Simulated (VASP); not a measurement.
# EuO: single point with PBEsol

Crystal: EuO.

```
Eu O
1.0
     0.00000    2.57195    2.57195
     2.57195    0.00000    2.57195
     2.57195    2.57195    0.00000
Eu O
1 1
Direct
  0.00000 0.00000 0.00000
  0.50000 0.50000 0.50000
```

```yaml
Program: VASP 6.6.1
Task: single point
Functional: PBEsol
Potentials_or_basis: VASP PAW PBE potentials, release 64 (Eu, O)
Cutoff: 600 eV
k_mesh: 11 × 11 × 11
Occupations: fermi-dirac, width 0.15 eV
Spin: collinear spin, ferromagnetic start
Starting_moments: "[7.0, 0.0] μB"
Dipole_correction: no
Further_INCAR_settings: ALGO = Normal; EDIFF = 1e-06; NBANDS = 22
```

The pressure is -9.6 GPa. The net moment is 6.90 μB per cell, the site moments are Eu +6.55; O -0.09 μB and the valence electrons inside the program's atomic spheres are Eu 14.74; O 4.92.

Levels at points of the mesh, in eV from the Fermi level:
Spin up:
| k point | band 11 | band 12 | band 13 | band 14 | band 15 | band 16 | band 17 | band 18 | band 19 | band 20 |
| --- | --- | --- | --- | --- | --- | --- | --- | --- | --- | --- |
| (0.00, 0.00, 0.00) | -0.51 | -0.51 | -0.51 | -0.21 | -0.21 | -0.21 | 1.43 | 1.43 | 1.43 | 3.65 |
Spin down:
```
           k point  band 5  band 6  band 7  band 8  band 9  band 10  band 11  band 12
(0.00, 0.00, 0.00)  -17.80   -3.92   -3.92   -3.92    0.35     2.49     2.49     2.49
```

Run time: 2.4 min on 1 thread of Oxide Virtual Turin-like Processor, with other jobs on the host, peak memory 0.22 GiB.

Caveat: the cell stands under tension; the PAW data sets were made with another functional, which shifts forces and pressure a little; spin-orbit coupling is left out, which moves the levels of the heavy elements; a cell with one magnetic atom can't hold antiferromagnetic order, which such compounds often take; semilocal functionals describe open f shells poorly, which spoils levels, moments and volumes. With open d or f shells a metallic result of PBEsol can be an artefact of self-interaction; +U or a hybrid may open a gap.
